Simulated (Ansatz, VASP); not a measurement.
SrTiO3: VASP beside Ansatz

File INCAR:

```
PREC = Accurate
ENCUT = 520
EDIFF = 1E-8
ISMEAR = -1
SIGMA = 0.05
LREAL = False
LASPH = True
NELM = 80
ALGO = Normal
ISIF = 2
LWAVE = False
LCHARG = False
GGA = PE
LEFG = True
NBANDS = 28
```

The input KPOINTS:

```
regular mesh
0
Gamma
  7 7 7
```

The input POSCAR:

```
SrTiO3
1.0
    3.9179735172      0.0000000000      0.0000000000
    0.0000000000      3.9179735172      0.0000000000
    0.0000000000      0.0000000000      3.9179735172
Sr Ti O
1 1 3
Direct
    0.0000000000      0.0000000000      0.0000000000
    0.5000000000      0.5000000000      0.5000000000
    0.0000000000      0.5000000000      0.5000000000
    0.5000000000      0.0000000000      0.5000000000
    0.5000000000      0.5000000000      0.0000000000
```

Input for Ansatz:

```yaml
crystal:
  lattice:
    - [3.9179735172, 0.0, 0.0]
    - [0.0, 3.9179735172, 0.0]
    - [0.0, 0.0, 3.9179735172]
  atoms:
    - { symbol: Sr, position: [0.0, 0.0, 0.0] }
    - { symbol: Ti, position: [0.5, 0.5, 0.5] }
    - { symbol: O, position: [0.0, 0.5, 0.5] }
    - { symbol: O, position: [0.5, 0.0, 0.5] }
    - { symbol: O, position: [0.5, 0.5, 0.0] }
kpoints:
  mp_grid: { grid: [7, 7, 7] }
scf:
  occupations: { method: fermi_dirac, width: 0.05 }
hamiltonian:
  xc: pbe
  pseudopotentials: { kind: all_electron, datasets: crystal }
output:
  forces: true
  stress: true
  eigenvalues: true
  efg: { contact_densities: true }
```

Change from the starting cell: volume scaled by 1.01, crystal datasets.

Alike in both runs: task electric field gradients; functional PBE; k mesh 7 × 7 × 7; occupations fermi-dirac, width 0.05 eV; no spin polarisation.

|  | VASP | Ansatz |
| --- | --- | --- |
| version | VASP 6.6.1 | Ansatz 0.2.0 |
| potentials or method | VASP PAW PBE potentials, release 64 (Sr_sv, Ti_sv, O), cutoff 520 eV | all-electron PAW with datasets made for the crystal, scalar-relativistic |

Ansatz gave:

| Quantity | Value |
| --- | --- |
| gap on the k mesh at the Fermi level (eV) | 1.93 |
| pressure (GPa) | 2.5 |
| size of Vzz on the site where it differs most (V/Å²) | 13.2 |

Problem. Estimate VASP's values.

Solution. gap on the k mesh at the Fermi level (eV): 1.90; pressure (GPa): 3.1; size of Vzz on the site where it differs most (V/Å²): 12.4.

Ansatz ran all-electron here, and VASP with PAW potentials.
